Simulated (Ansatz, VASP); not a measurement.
## Pb in VASP and in Ansatz

File INCAR:

```
SYSTEM = Pb
PREC     = Accurate       ! precision mode
ENCUT    = 520            ! plane-wave cutoff, eV
EDIFF    = 1E-6           ! SCF threshold, eV
ISMEAR   = -1             ! smearing method
SIGMA    = 0.05           ! smearing width, eV
LREAL    = .False.        ! projectors in reciprocal space
LASPH    = .True.         ! aspherical terms in the spheres
NELM     = 80             ! most SCF steps
ALGO     = Normal         ! electronic algorithm
ISIF     = 2              ! what is computed and relaxed
LWAVE    = .False.        ! write WAVECAR
LCHARG   = .False.        ! write CHGCAR
GGA      = PS             ! functional
NBANDS   = 21             ! bands
```

KPOINTS

```
regular mesh
0
Gamma
  12 12 7
  0 0 0
```

Contents of POSCAR:

```
Pb
1.0
    3.4089603348      0.0000000000      0.0000000000
   -1.7044801674      2.9522462504      0.0000000000
    0.0000000000      0.0000000000      5.4758863477
Pb
2
Direct
    0.3333333333      0.6666666667      0.2500000000
    0.6666666667      0.3333333333      0.7500000000
```

Input for Ansatz:

```yaml
crystal:
  lattice:
    - [3.4089603348, 0.0, 0.0]
    - [-1.7044801674, 2.9522462504, 0.0]
    - [0.0, 0.0, 5.4758863477]
  atoms:
    - { symbol: Pb, position: [0.3333333333, 0.6666666667, 0.25] }
    - { symbol: Pb, position: [0.6666666667, 0.3333333333, 0.75] }
kpoints:
  mp_grid: { grid: [12, 12, 7] }
  band_path:
    path:
      - [0.0, 0.0, 0.0]
      - [0.5, 0.0, 0.0]
      - [0.3333333333, 0.3333333333, 0.0]
      - [0.0, 0.0, 0.0]
      - [0.0, 0.0, 0.5]
      - [0.5, 0.0, 0.5]
      - [0.3333333333, 0.3333333333, 0.5]
      - [0.0, 0.0, 0.5]
      - [0.5, 0.0, 0.5]
    npoints: 5
scf:
  occupations: { method: fermi_dirac, width: 0.05 }
hamiltonian:
  xc: pbesol
  pseudopotentials: { kind: all_electron, lapw: { basis_error: 0.0005 } }
output:
  forces: true
  stress: true
  eigenvalues: true
```

Change from the starting cell: volume scaled by 0.94.

Alike in both runs: task single point; functional PBEsol; k mesh 12 × 12 × 7; occupations fermi-dirac, width 0.05 eV; no spin polarisation.

|  | VASP | Ansatz |
| --- | --- | --- |
| version | VASP 6.6.1 | Ansatz 0.2.0 |
| potentials or method | VASP PAW PBE potentials, release 64 (Pb_d), cutoff 520 eV | all-electron LAPW, scalar-relativistic |

Ansatz gave:

| Item | Value |
| --- | --- |
| pressure (GPa) | 4.6 |
| traceless stress, the component that is largest in VASP (GPa) | -0.48 |

What did VASP give for the same quantities?

Pressure (GPa): 4.5; traceless stress, the component that is largest in VASP (GPa): -0.45.

VASP's potentials were made for PBE, not for PBEsol. Ansatz ran all-electron here, and VASP with PAW potentials.

Neither program's run includes spin-orbit coupling.
